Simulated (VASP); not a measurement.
# AlN in VASP: single point with PBE

Aim: the single point of AlN with PBE.

All numbers are computed with VASP 6.6.1; they aren't measurements. Logs are shortened: lines on timing, memory, paths and dates and some standing lists are left out, and cuts for length are marked.

### Step 1. The cell of the first run

The cell holds a slab with vacuum, 4 atoms: a = 3.130 Å, b = 5.018 Å, c = 16.904 Å, α = 90.00°, β = 90.00°, γ = 90.00°.

### Step 2. Single point, PBE

Input file INCAR:

```
  PREC = Accurate
  ENCUT = 520
  EDIFF = 1E-7
  ISMEAR = -1
  SIGMA = 0.02
  LREAL = F
  LASPH = T
  NELM = 80
  ALGO = Normal
  ISIF = 2
  LWAVE = F
  LCHARG = F
  LDIPOL = T
  IDIPOL = 3
  DIPOL = 0.5 0.5 0.500
  GGA = PE
  NBANDS = 16
```

Input file KPOINTS:

```
regular mesh
0
Gamma
  10 6 1
```

Input file POSCAR:

```
AlN
1.0
    3.1301578475      0.0000000000      0.0000000000
    0.0000000000      5.0181095988      0.0000000000
    0.0000000000      0.0000000000     16.9036000000
Al N
2 2
Direct
    0.7500000000      0.0803637950      0.5075100240
    0.2500000000      0.5803582810      0.4924917831
    0.7500000000      0.4196219588      0.4784425846
    0.2500000000      0.9196559652      0.5215556082
```

Potentials or basis: VASP PAW PBE potentials, release 64 (Al, N).

Run with:

```sh
cat potpaw_PBE.64/Al/POTCAR potpaw_PBE.64/N/POTCAR > POTCAR
mpirun -np 1 vasp_std > vasp.out
```

OUTCAR:

```text
PREC = Accurate
   ENCUT = 520
   EDIFF = 1E-7
   ISMEAR = -1
   LREAL = F
   LASPH = T
   NELM = 80
   ISIF = 2
   GGA = PE

 ion  position               nearest neighbor table
   1  0.750  0.080  0.508-   3 1.77   4 1.78   4 1.78   2 2.97   2 2.97   2 2.97   2 2.97
   2  0.250  0.580  0.492-   4 1.77   3 1.78   3 1.78   1 2.97   1 2.97   1 2.97   1 2.97
   3  0.750  0.420  0.478-   1 1.77   2 1.78   2 1.78
   4  0.250  0.920  0.522-   2 1.77   1 1.78   1 1.78

  LATTYP: Found a simple orthorhombic cell.
 ALAT       =     3.1301578475
 B/A-ratio  =     1.6031490561
 C/A-ratio  =     5.4002388453

  Lattice vectors:

 A1 = (   3.1301578475,   0.0000000000,   0.0000000000)
 A2 = (   0.0000000000,   5.0181095988,   0.0000000000)
 A3 = (   0.0000000000,   0.0000000000,  16.9036000000)

Analysis of symmetry for initial positions (statically):
=====================================================================
 Subroutine PRICEL returns:
 Original cell was already a primitive cell.

 Routine SETGRP: Setting up the symmetry group for a
 simple orthorhombic supercell.

 Subroutine GETGRP returns: Found  2 space group operations
 (whereof  1 operations were pure point group operations)
 out of a pool of  8 trial point group operations.

The static configuration has the point symmetry C_1 .
 The point group associated with its full space group is C_1h.

Analysis of symmetry for dynamics (positions and initial velocities):
=====================================================================
 Subroutine PRICEL returns:
 Original cell was already a primitive cell.

 Routine SETGRP: Setting up the symmetry group for a
 simple orthorhombic supercell.

 Subroutine GETGRP returns: Found  2 space group operations
 (whereof  1 operations were pure point group operations)
 out of a pool of  8 trial point group operations.

The dynamic configuration has the point symmetry C_1 .
 The point group associated with its full space group is C_1h.

 Subroutine INISYM returns: Found  2 space group operations
 (whereof  1 operations are pure point group operations),
 and found     1 'primitive' translations

----------------------------------------------------------------------------------------

                                     Primitive cell

  volume of cell :     265.5129

  direct lattice vectors                    reciprocal lattice vectors
     3.130157848  0.000000000  0.000000000     0.319472707  0.000000000  0.000000000
     0.000000000  5.018109599  0.000000000     0.000000000  0.199278230  0.000000000
     0.000000000  0.000000000 16.903600000     0.000000000  0.000000000  0.059158996

  length of vectors
     3.130157848  5.018109599 16.903600000     0.319472707  0.199278230  0.059158996

  position of ions in fractional coordinates (direct lattice)
     0.750000000  0.080363795  0.507510024
     0.250000000  0.580358281  0.492491783
     0.750000000  0.419621959  0.478442585
     0.250000000  0.919655965  0.521555608

  ion indices of the primitive-cell ions
   primitive index   ion index
                 1           1
                 2           2
                 3           3
                 4           4

----------------------------------------------------------------------------------------

 KPOINTS: regular mesh

Automatic generation of k-mesh.
 Grid dimensions read from file:
 generate k-points for:   10    6    1

 Generating k-lattice:

  Cartesian coordinates                     Fractional coordinates (reciprocal lattice)
     0.031947271  0.000000000  0.000000000     0.100000000  0.000000000  0.000000000
     0.000000000  0.033213038  0.000000000     0.000000000  0.166666667  0.000000000
     0.000000000  0.000000000  0.059158996     0.000000000  0.000000000  1.000000000

  Length of vectors
     0.031947271  0.033213038  0.059158996

  Shift w.r.t. Gamma in fractional coordinates (k-lattice)
     0.000000000  0.000000000  0.000000000

 Subroutine IBZKPT returns following result:
 ===========================================

 Found     24 irreducible k-points:

 Following reciprocal coordinates:
            Coordinates               Weight
  0.000000  0.000000  0.000000      1.000000
  0.100000  0.000000  0.000000      2.000000
  0.200000  0.000000  0.000000      2.000000
  0.300000  0.000000  0.000000      2.000000
  0.400000  0.000000  0.000000      2.000000
  0.500000  0.000000  0.000000      1.000000
[... 16 lines left out ...]
  0.400000  0.500000  0.000000      2.000000
  0.500000  0.500000  0.000000      1.000000
   k-points           NKPTS =     24   k-points in BZ     NKDIM =     24   number of bands    NBANDS=     16
   number of dos      NEDOS =    301   number of ions     NIONS =      4
   total plane-waves  NPLWV = 120960
   dimension x,y,z NGX =    24 NGY =   40 NGZ =  126
   dimension x,y,z NGXF=    48 NGYF=   80 NGZF=  252
   ions per type =               2   2
   NGX,Y,Z   is equivalent  to a cutoff of  12.75, 13.25, 12.39 a.u.
   NGXF,Y,Z  is equivalent  to a cutoff of  25.49, 26.50, 24.78 a.u.
 SYSTEM =  unknown system
   PREC   = accura    normal or accurate (medium, high low for compatibility)
   ISTART =      0    job   : 0-new  1-cont  2-samecut
   ICHARG =      2    charge: 1-file 2-atom 10-const
   ISPIN  =      1    spin polarized calculation?
   LNONCOLLINEAR =      F non collinear calculations
   LSORBIT =      F    spin-orbit coupling
   LASPH  =      T    aspherical Exc in radial PAW
   ENCUT  =  520.0 eV  38.22 Ry    6.18 a.u.   5.82  9.33 31.43*2*pi/ulx,y,z
   NELM   =     80;   NELMIN=  2; NELMDL= -5     # of ELM steps
   EDIFF  = 0.1E-06   stopping-criterion for ELM
   LREAL  =      F    real-space projection
   EDIFFG = 0.1E-05   stopping-criterion for IOM
   NSW    =      0    number of steps for IOM
   IBRION =     -1    ionic relax: 0-MD 1-quasi-New 2-CG
   NFREE  =      0    steps in history (QN), initial steepest desc. (CG)
   ISIF   =      2    stress and relaxation
   ISYM   =      2    0-nonsym 1-usesym 2-fastsym
   POTIM  = 0.5000    time-step for ionic-motion
   TEBEG  =    0.0;   TEEND  =   0.0 temperature during run
   PSTRESS=    0.0 pullay stress
   NELECT =      16.0000    total number of electrons
   NUPDOWN=      -1.0000    fix difference up-down
   EMIN   =  10.00;   EMAX   =-10.00  energy-range for DOS
   EFERMI =   0.00;   METHOD = LEGACY
   ISMEAR =    -1;   SIGMA  =   0.02  broadening in eV -4-tet -1-fermi 0-gaus
   EFERMI_NEDOS =   21; number of points for ismear=-14 and -15
   IALGO  =     38    algorithm
   IMIX   =      4    mixing-type and parameters
     AMIX     =   0.40;   BMIX     =  1.00
     AMIX_MAG =   1.60;   BMIX_MAG =  1.00
  volume/ion in A,a.u.               =      66.38       447.94
  Fermi-wavevector in a.u.,A,eV,Ry     =   0.641829  1.212882  5.604852  0.411945
  Thomas-Fermi vector in A             =   1.708298
   LORBIT       =      0    0 simple, 1 ext, 2 COOP (PROOUT), +10 PAW based schemes
   GGA     = PE    functional components
   LHFCALC =     F    Hartree Fock is set to
   AEXX    =    0.0000 exact exchange contribution
   IVDW    =     0    specifies the selected vdW correction
   LEPSILON=     F    determine dielectric tensor
   LRPA    =     F    only Hartree local field effects (RPA)
 non-spin polarized calculation
  energy-cutoff  :      520.00
  volume of cell :      265.51
 maximum number of plane-waves:      7188
 NGX is ok and might be reduce to    24
   NGX = 11   NGY = 19   NGZ = 63

 number of electron      15.9999997 magnetization

 dipolmoment           0.000000      0.000000     -0.000017 electrons x Angstroem

 Free energy of the ion-electron system (eV)
  ---------------------------------------------------
  ext. energy  EPLUGINS =         0.00000000
  ---------------------------------------------------
  free energy    TOTEN  =       -27.40879172 eV

  energy without entropy =      -27.40879172  energy(sigma->0) =      -27.40879172

 E-fermi :  -3.4284     XC(G=0):  -2.5465

 val. band max:       -3.8526009103   @ k =   0.3000   0.0000   0.0000
 cond. band min:      -0.7746071780   @ k =   0.0000   0.0000   0.0000
 fundamental gap:      3.0779937323
 Fermi energy:        -3.4284260685

 k-point     1 :       0.0000    0.0000    0.0000
  band No.  band energies     occupation
      1     -17.6621      2.00000
      2     -16.0315      2.00000
      3      -8.3413      2.00000
      4      -6.0689      2.00000
      5      -5.4628      2.00000
      6      -4.5681      2.00000
[... 8 lines left out ...]
     15       3.2059      0.00000
     16       5.0222      0.00000

 k-point     2 :       0.1000    0.0000    0.0000
  band No.  band energies     occupation
      1     -17.5791      2.00000
      2     -16.0039      2.00000
      3      -8.2356      2.00000
      4      -6.0094      2.00000
      5      -5.7722      2.00000
      6      -4.9750      2.00000
[... 8 lines left out ...]
     15       3.3759      0.00000
     16       5.1104      0.00000

 k-point     3 :       0.2000    0.0000    0.0000
  band No.  band energies     occupation
      1     -17.3412      2.00000
      2     -15.9415      2.00000
      3      -7.9267      2.00000
      4      -6.6318      2.00000
      5      -5.8443      2.00000
      6      -5.6434      2.00000
[... 8 lines left out ...]
     15       3.9806      0.00000
     16       5.3125      0.00000
[... 362 lines left out ...]
 k-point    23 :       0.4000    0.5000    0.0000
  band No.  band energies     occupation
      1     -16.2543      2.00000
      2     -16.2541      2.00000
      3      -8.5004      2.00000
      4      -8.5003      2.00000
      5      -5.1438      2.00000
      6      -5.1436      2.00000
[... 8 lines left out ...]
     15       5.6199      0.00000
     16       5.6202      0.00000

 k-point    24 :       0.5000    0.5000    0.0000
  band No.  band energies     occupation
      1     -16.1664      2.00000
      2     -16.1663      2.00000
      3      -8.7246      2.00000
      4      -8.7246      2.00000
      5      -4.9995      2.00000
      6      -4.9993      2.00000
[... 8 lines left out ...]
     15       6.0979      0.00000
     16       6.0980      0.00000

------------------------ aborting loop because EDIFF is reached ----------------------------------------

 vacuum level on the upper side and lower side of the slab       (xc-potential included)        -0.081        -0.081

  FORCE on cell =-STRESS in cart. coord.  units (eV):
  Direction    XX          YY          ZZ          XY          YZ          ZX
  --------------------------------------------------------------------------------------
  -------------------------------------------------------------------------------------
  Total        3.2682989      5.7445147     -0.0264608      0.0000000     -0.0025780      0.0000000
  in kB       19.7218098     34.6639733     -0.1596717      0.0000000     -0.0155563      0.0000000
  external PRESSURE =      18.0753705 kB  Pullay stress =       0.0000000 kB

 VOLUME and BASIS-vectors are now :
 -----------------------------------------------------------------------------
  energy-cutoff  :      520.00
  volume of cell :      265.51
      direct lattice vectors                 reciprocal lattice vectors
     3.130157848  0.000000000  0.000000000     0.319472707  0.000000000  0.000000000
     0.000000000  5.018109599  0.000000000     0.000000000  0.199278230  0.000000000
     0.000000000  0.000000000 16.903600000     0.000000000  0.000000000  0.059158996

 POSITION                                       TOTAL-FORCE (eV/Angst)
 -----------------------------------------------------------------------------------
      2.34762      0.40327      8.57875         0.000000     -0.003493      0.001988
      0.78254      2.91230      8.32488         0.000000     -0.001555     -0.001729
      2.34762      2.10571      8.08740         0.000000      0.005722      0.004801
      0.78254      4.61493      8.81617         0.000000     -0.000674     -0.005060
 -----------------------------------------------------------------------------------
    total drift:                                0.000000     -0.000172      0.000001

  FREE ENERGIE OF THE ION-ELECTRON SYSTEM (eV)
  ---------------------------------------------------
  free  energy   TOTEN  =       -27.4087917195 eV

  energy  without entropy=      -27.4087917194  energy(sigma->0) =      -27.40879172

 vacuum level on the upper side and lower side of the slab         1.775         1.775
```

It took 93 s on 1 thread of Intel Xeon 6975P-C (Granite Rapids), shared host; peak memory 0.37 GiB.

What came out:

```
Free energy            : -27.4088 eV
Largest force          : 0.007 eV/Å
Band gap on the k mesh : 3.08 eV (least direct gap 3.24 eV)
```

Forces on the atoms (eV/Å):
```
Al   0.000 -0.003  0.002
Al   0.000 -0.002 -0.002
N    0.000  0.006  0.005
N    0.000 -0.001 -0.005
```

Levels at points of the mesh, in eV from the valence-band top:
```tsv
k point	band 5	band 6	band 7	band 8	band 9	band 10	band 11	band 12
(0.00, 0.00, 0.00)	-1.61	-0.72	-0.71	-0.17	3.08	5.22	5.70	6.04
(0.50, 0.00, 0.00)	-2.28	-2.28	-0.32	-0.32	5.70	5.70	7.00	7.00
(0.00, 0.50, 0.00)	-1.19	-1.19	-1.01	-1.01	4.73	4.73	6.31	6.31
(0.50, 0.50, 0.00)	-1.15	-1.15	-0.31	-0.31	5.57	5.57	6.88	6.89
```
